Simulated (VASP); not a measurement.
Runs of VASP 6.6.1 on BN. The structure is that of space group P6_3/mmc (No. 194), or close to it. The cells are those of the table. 

```tsv
task	level	cell	cutoff (eV)	smearing	gap on the mesh (eV)	pressure (GPa)
single point	r2SCAN	a = 2.501, b = 2.501, c = 6.896 Å, angles 90.0, 90.0, 120.0°, 4 atoms	520	tetrahedron	4.92	0.3
relaxation of cell and atoms	PBE	relaxed from a = 2.512, b = 2.512, c = 6.683 Å, angles 90.0, 90.0, 120.0°, 4 atoms	600	gaussian 0.05 eV	(a)	0.0
single point	r2SCAN	a = 2.501, b = 2.501, c = 6.896 Å, angles 90.0, 90.0, 120.0°, 4 atoms	520	gaussian 0.01 eV	4.92	0.3
single point	PBE	a = 2.512, b = 2.512, c = 7.794 Å, angles 90.0, 90.0, 120.0°, 4 atoms	520	gaussian 0.05 eV	4.57	0.1
single point	r2SCAN	a = 2.501, b = 2.501, c = 6.896 Å, angles 90.0, 90.0, 120.0°, 4 atoms	520	gaussian 0.05 eV	4.92	0.3
```

Alike in all rows: potentials or basis VASP PAW PBE potentials, release 64 (B, N); no spin polarisation; k mesh 10 × 10 × 4.

Problem. Estimate the missing entries.

Solution. (a) 4.55.

Caveats: the PAW data sets were made with another functional, which shifts forces and pressure a little (some runs); this functional lacks dispersion, which binds the layers, so the pressure and a relaxed spacing across them are unreliable (some runs).

A k mesh can miss the band edges.
